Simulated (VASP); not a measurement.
Crystal: Mg.

```xyz
2
Lattice="3.1659 0.0000 0.0000 -1.5830 2.7418 0.0000 0.0000 0.0000 5.1399" Properties=species:S:1:pos:R:3 pbc="T T T"
Mg    1.5830    0.9139    3.8549
Mg    0.0000    1.8278    1.2850
```

Base run:

| Item | Value |
| --- | --- |
| Program | VASP 6.6.1 |
| Functional | revPBE |
| Dispersion | D4 |
| Potentials or basis | VASP PAW PBE potentials, release 64 (Mg) |
| Cutoff | 520 eV |
| k mesh | 10 × 10 × 5 |
| Occupations | fermi-dirac, width 0.05 eV |
| Spin | no spin polarisation |

Its results: band gap on the k mesh zero (band 2 reaches 3.51 eV, above the bottom of band 3 at 1.66 eV); pressure 1.1 GPa.

Question: The run is repeated on the same cell with these changes: functional from revPBE to PBEsol. What comes out?

Answer: Band gap on the k mesh zero (band 2 reaches 3.39 eV, above the bottom of band 3 at 1.50 eV); pressure 0.0 GPa.

PBEsol binds more tightly than revPBE, so the same cell stands under less pressure.

Caveats: the PAW data sets were made with another functional, which shifts forces and pressure a little; pairwise dispersion overbinds metals, which lowers pressure and volume.
